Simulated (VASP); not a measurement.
# Re (Fm-3m) in VASP: single point with BLYP

Aim: the single point of Re with BLYP.

Program: VASP 6.6.1. These are calculated values, not measurements. Logs are shortened: lines on timing, memory, paths and dates and some standing lists are left out, and cuts for length are marked.

### 1 The cell of the first run

Symmetry: Fm-3m, No. 225, cubic system. Conventional cell: a = 3.857 Å, b = 3.857 Å, c = 3.857 Å, α = 90.00°, β = 90.00°, γ = 90.00°. Within 3.6 Å of Re (site symmetry m-3m) lie 12 Re at 2.73 Å.

This isn't the form of Re at room conditions, which is hcp.

### 2 Single point, BLYP (14.34 Å³/atom)

The input, INCAR:

```
SYSTEM = Re
AGGAC = 1.0 ; AGGAX = 1.0
ALDAC = 0.0 ; ALDAX = 1.0
ALGO = Normal ; EDIFF = 1E-6
ENCUT = 560 ; GGA = B5
GGA_COMPAT = .False. ; ISIF = 2
ISMEAR = -1 ; LASPH = .True.
LCHARG = .False. ; LREAL = .False.
LWAVE = .False. ; NBANDS = 14
NELM = 120 ; PREC = Accurate
SIGMA = 0.1
```

The input, KPOINTS:

```
k-points
0
Gamma
  15 15 15
  0 0 0
```

The input, POSCAR:

```
Re
1.0
    0.0000000000      1.9283254816      1.9283254816
    1.9283254816      0.0000000000      1.9283254816
    1.9283254816      1.9283254816      0.0000000000
Re
1
Direct
    0.0000000000      0.0000000000      0.0000000000
```

Potentials or basis: VASP PAW PBE potentials, release 64 (Re_sv_GW).

Command:

```console
cat potpaw_PBE.64/Re_sv_GW/POTCAR > POTCAR
mpirun -np 1 vasp_std > vasp.out
```

OUTCAR:

```text
SYSTEM = Re
   EDIFF = 1E-6
   ENCUT = 560
   GGA = B5
   ISIF = 2
   ISMEAR = -1
   LASPH = .True.
   LREAL = .False.
   NELM = 120
   PREC = Accurate

 ion  position               nearest neighbor table
   1  0.000  0.000  0.000-

  LATTYP: Found a face centered cubic cell.
 ALAT       =     3.8566509632

  Lattice vectors:

 A1 = (   0.0000000000,   1.9283254816,   1.9283254816)
 A2 = (   1.9283254816,   0.0000000000,   1.9283254816)
 A3 = (   1.9283254816,   1.9283254816,   0.0000000000)

Analysis of symmetry for initial positions (statically):
=====================================================================
 Subroutine PRICEL returns:
 Original cell was already a primitive cell.

 Routine SETGRP: Setting up the symmetry group for a
 face centered cubic supercell.

 Subroutine GETGRP returns: Found 48 space group operations
 (whereof 48 operations were pure point group operations)
 out of a pool of 48 trial point group operations.

The static configuration has the point symmetry O_h .

Analysis of symmetry for dynamics (positions and initial velocities):
=====================================================================
 Subroutine PRICEL returns:
 Original cell was already a primitive cell.

 Routine SETGRP: Setting up the symmetry group for a
 face centered cubic supercell.

 Subroutine GETGRP returns: Found 48 space group operations
 (whereof 48 operations were pure point group operations)
 out of a pool of 48 trial point group operations.

The dynamic configuration has the point symmetry O_h .

 Subroutine INISYM returns: Found 48 space group operations
 (whereof 48 operations are pure point group operations),
 and found     1 'primitive' translations

----------------------------------------------------------------------------------------

                                     Primitive cell

  volume of cell :      14.3407

  direct lattice vectors                    reciprocal lattice vectors
     0.000000000  1.928325482  1.928325482    -0.259292326  0.259292326  0.259292326
     1.928325482  0.000000000  1.928325482     0.259292326 -0.259292326  0.259292326
     1.928325482  1.928325482  0.000000000     0.259292326  0.259292326 -0.259292326

  length of vectors
     2.727064049  2.727064049  2.727064049     0.449107483  0.449107483  0.449107483

  position of ions in fractional coordinates (direct lattice)
     0.000000000  0.000000000  0.000000000

  ion indices of the primitive-cell ions
   primitive index   ion index
                 1           1

----------------------------------------------------------------------------------------

 KPOINTS: k-points

Automatic generation of k-mesh.
 Grid dimensions read from file:
 generate k-points for:   15   15   15

 Generating k-lattice:

  Cartesian coordinates                     Fractional coordinates (reciprocal lattice)
    -0.017286155  0.017286155  0.017286155     0.066666667  0.000000000  0.000000000
     0.017286155 -0.017286155  0.017286155     0.000000000  0.066666667  0.000000000
     0.017286155  0.017286155 -0.017286155     0.000000000  0.000000000  0.066666667

  Length of vectors
     0.029940499  0.029940499  0.029940499

  Shift w.r.t. Gamma in fractional coordinates (k-lattice)
     0.000000000  0.000000000  0.000000000

 Subroutine IBZKPT returns following result:
 ===========================================

 Found    120 irreducible k-points:

 Following reciprocal coordinates:
            Coordinates               Weight
  0.000000  0.000000  0.000000      1.000000
  0.066667  0.000000  0.000000      8.000000
  0.133333  0.000000  0.000000      8.000000
  0.200000  0.000000  0.000000      8.000000
  0.266667  0.000000  0.000000      8.000000
  0.333333  0.000000  0.000000      8.000000
[... 16 lines left out ...]
  0.133333  0.133333  0.000000      6.000000
  0.200000  0.133333  0.000000     24.000000
 [... further k-points ...]
   k-points           NKPTS =    120   k-points in BZ     NKDIM =    120   number of bands    NBANDS=     14
   number of dos      NEDOS =    301   number of ions     NIONS =      1
   total plane-waves  NPLWV =  13824
   dimension x,y,z NGX =    24 NGY =   24 NGZ =   24
   dimension x,y,z NGXF=    48 NGYF=   48 NGZF=   48
   ions per type =               1
   NGX,Y,Z   is equivalent  to a cutoff of  14.63, 14.63, 14.63 a.u.
   NGXF,Y,Z  is equivalent  to a cutoff of  29.26, 29.26, 29.26 a.u.
 SYSTEM =  Re
   PREC   = accura    normal or accurate (medium, high low for compatibility)
   ISTART =      0    job   : 0-new  1-cont  2-samecut
   ICHARG =      2    charge: 1-file 2-atom 10-const
   ISPIN  =      1    spin polarized calculation?
   LNONCOLLINEAR =      F non collinear calculations
   LSORBIT =      F    spin-orbit coupling
   LASPH  =      T    aspherical Exc in radial PAW
   ENCUT  =  560.0 eV  41.16 Ry    6.42 a.u.   5.26  5.26  5.26*2*pi/ulx,y,z
   NELM   =    120;   NELMIN=  2; NELMDL= -5     # of ELM steps
   EDIFF  = 0.1E-05   stopping-criterion for ELM
   LREAL  =      F    real-space projection
[... 7 lines left out ...]
   TEBEG  =    0.0;   TEEND  =   0.0 temperature during run
   PSTRESS=    0.0 pullay stress
   NELECT =      15.0000    total number of electrons
   NUPDOWN=      -1.0000    fix difference up-down
   EMIN   =  10.00;   EMAX   =-10.00  energy-range for DOS
   EFERMI =   0.00;   METHOD = LEGACY
   ISMEAR =    -1;   SIGMA  =   0.10  broadening in eV -4-tet -1-fermi 0-gaus
   EFERMI_NEDOS =   21; number of points for ismear=-14 and -15
   IALGO  =     38    algorithm
   IMIX   =      4    mixing-type and parameters
     AMIX     =   0.40;   BMIX     =  1.00
     AMIX_MAG =   1.60;   BMIX_MAG =  1.00
  volume/ion in A,a.u.               =      14.34        96.78
  Fermi-wavevector in a.u.,A,eV,Ry     =   1.661811  3.140367 37.574055  2.761615
  Thomas-Fermi vector in A             =   2.748810
   LORBIT       =      0    0 simple, 1 ext, 2 COOP (PROOUT), +10 PAW based schemes
   GGA     = B5    functional components
   LHFCALC =     F    Hartree Fock is set to
   AEXX    =    0.0000 exact exchange contribution
   IVDW    =     0    specifies the selected vdW correction
   LEPSILON=     F    determine dielectric tensor
   LRPA    =     F    only Hartree local field effects (RPA)
 non-spin polarized calculation
  energy-cutoff  :      560.00
  volume of cell :       14.34
 maximum number of plane-waves:       444
 NGX is ok and might be reduce to    24
   NGX = 11   NGY = 11   NGZ = 11

 number of electron      14.9999999 magnetization

 Free energy of the ion-electron system (eV)
  ---------------------------------------------------
  ext. energy  EPLUGINS =         0.00000000
  ---------------------------------------------------
  free energy    TOTEN  =       -12.25395353 eV

  energy without entropy =      -12.22588339  energy(sigma->0) =      -12.23991846

 E-fermi :  14.3293     XC(G=0): -13.6985

 val. band max:       14.3217967529   @ k =   0.2667   0.2000   0.0667
 cond. band min:      14.3360029546   @ k =  -0.2000   0.2000   0.0000
 fundamental gap:      0.0142062016
 Fermi energy:        14.3293118076

 k-point     1 :       0.0000    0.0000    0.0000
  band No.  band energies     occupation
      1     -65.3726      2.00000
      2     -26.8093      2.00000
      3     -26.8093      2.00000
      4     -26.8093      2.00000
      5       4.2704      2.00000
      6      12.3219      2.00000
      7      12.3219      2.00000
      8      12.3219      2.00000
      9      15.6141      0.00001
     10      15.6141      0.00001
     11      27.5984      0.00000
     12      33.2852      0.00000
     13      33.2852      0.00000
     14      33.2852      0.00000

 k-point     2 :       0.0667    0.0000    0.0000
  band No.  band energies     occupation
      1     -65.3669      2.00000
      2     -26.8724      2.00000
      3     -26.8176      2.00000
      4     -26.8176      2.00000
      5       4.4870      2.00000
      6      12.1790      2.00000
      7      12.4213      2.00000
      8      12.4213      2.00000
      9      15.5317      0.00001
     10      15.5317      0.00001
     11      28.0103      0.00000
     12      32.4382      0.00000
     13      33.6756      0.00000
     14      33.6756      0.00000

 k-point     3 :       0.1333    0.0000    0.0000
  band No.  band energies     occupation
      1     -65.3506      2.00000
      2     -27.0462      2.00000
      3     -26.8403      2.00000
      4     -26.8403      2.00000
      5       5.0970      2.00000
      6      11.8439      2.00000
      7      12.6607      2.00000
      8      12.6607      2.00000
      9      15.3781      0.00006
     10      15.3781      0.00006
     11      29.0414      0.00000
     12      30.9975      0.00000
     13      34.7965      0.00000
     14      34.7965      0.00000
[... 324 lines left out ...]
 k-point    23 :       0.1333    0.1333    0.0000
  band No.  band energies     occupation
      1     -65.3433      2.00000
      2     -27.0401      2.00000
      3     -26.8931      2.00000
      4     -26.8931      2.00000
      5       5.3804      2.00000
      6      11.3836      2.00000
      7      13.0146      2.00000
      8      13.0146      2.00000
      9      14.4546      0.44424
     10      15.9819      0.00000
     11      29.6898      0.00000
     12      32.1753      0.00000
     13      33.9908      0.00000
     14      33.9908      0.00000

 k-point    24 :       0.2000    0.1333    0.0000
  band No.  band energies     occupation
      1     -65.3252      2.00000
      2     -27.2025      2.00000
      3     -26.9347      2.00000
      4     -26.9234      2.00000
      5       6.0537      2.00000
      6      10.9899      2.00000
      7      13.2035      1.99997
      8      13.3529      1.99989
      9      14.2188      1.50260
     10      16.1740      0.00000
     11      30.7892      0.00000
     12      31.4110      0.00000
     13      34.5407      0.00000
     14      35.0798      0.00000

 [... further k-points ...]
[... 5 lines left out ...]
  --------------------------------------------------------------------------------------
  -------------------------------------------------------------------------------------
  Total        2.9358456      2.9358456      2.9358456      0.0000000     -0.0000000      0.0000000
  in kB      327.9991995    327.9991995    327.9991995      0.0000000     -0.0000000      0.0000000
  external PRESSURE =     327.9991995 kB  Pullay stress =       0.0000000 kB

 VOLUME and BASIS-vectors are now :
 -----------------------------------------------------------------------------
  energy-cutoff  :      560.00
  volume of cell :       14.34
      direct lattice vectors                 reciprocal lattice vectors
     0.000000000  1.928325482  1.928325482    -0.259292326  0.259292326  0.259292326
     1.928325482  0.000000000  1.928325482     0.259292326 -0.259292326  0.259292326
     1.928325482  1.928325482  0.000000000     0.259292326  0.259292326 -0.259292326

 POSITION                                       TOTAL-FORCE (eV/Angst)
 -----------------------------------------------------------------------------------
      0.00000      0.00000      0.00000         0.000000      0.000000      0.000000
 -----------------------------------------------------------------------------------
    total drift:                                0.000000      0.000000      0.000000

  FREE ENERGIE OF THE ION-ELECTRON SYSTEM (eV)
  ---------------------------------------------------
  free  energy   TOTEN  =       -12.2539535259 eV

  energy  without entropy=      -12.2258833887  energy(sigma->0) =      -12.23991846
```

Wall time 55 s (1 thread of Intel Xeon Platinum 8259CL at 2.50GHz (Skylake/Cascade Lake), shared host); peak memory 0.16 GiB.

What came out:

```
Free energy            : -12.2540 eV
Pressure               : 32.8 GPa
Band gap on the k mesh : zero (an odd number of electrons rules out a gap without spin polarisation)
```

Caveat: the cell stands under pressure; the PAW data sets were made with another functional, which shifts forces and pressure a little; spin-orbit coupling is left out, which moves the levels of the heavy elements.
